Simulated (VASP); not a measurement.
Write the native input for VASP 6.6.1 that does the following.

```yaml
Task: single point
Functional: PBE
Potentials_or_basis: VASP PAW PBE potentials, release 64 (Hf_pv, B)
Cutoff: 520 eV
k_mesh: 11 × 11 × 9
Occupations: methfessel-paxton, width 0.1 eV
Spin: no spin polarisation
Dipole_correction: no
Further_INCAR_settings: ALGO = Normal; EDIFF = 1e-07; NBANDS = 15
```

The structure of HfB2 lies in POSCAR:

```
HfB2
1.0
    3.1400000000      0.0000000000      0.0000000000
   -1.5700000000      2.7193200000      0.0000000000
    0.0000000000      0.0000000000      3.4800000000
Hf B
1 2
Direct
    0.0000000000      0.0000000000      0.0000000000
    0.3333333333      0.6666666667      0.5000000000
    0.6666666667      0.3333333333      0.5000000000
```

These files were run (other wordings do the same):

INCAR

```
ALGO = Normal ; EDIFF = 1E-7
ENCUT = 520 ; GGA = PE
ISIF = 2 ; ISMEAR = 1
LASPH = T ; LCHARG = F
LREAL = F ; LWAVE = F
NBANDS = 15 ; NELM = 80
PREC = Accurate ; SIGMA = 0.1
```

KPOINTS

```
k-points
0
Gamma
  11 11 9
```

Potentials or basis: VASP PAW PBE potentials, release 64 (Hf_pv, B).

Command:

```sh
$ cat potpaw_PBE.64/Hf_pv/POTCAR potpaw_PBE.64/B/POTCAR > POTCAR
$ mpirun -np 1 vasp_std > vasp.out
```

Results of the run:

| Quantity | Value |
| --- | --- |
| Pressure | 1.0 GPa |
| Band gap on the k mesh | zero (band 8 reaches 8.47 eV, above the bottom of band 9 at 7.17 eV) |

Caveat: spin-orbit coupling is left out, which moves the levels of the heavy elements.

It took 37 s on 1 thread of AMD EPYC 7R43 64-Core Processor (Zen 3), with other jobs on the host, peak memory 0.13 GiB.
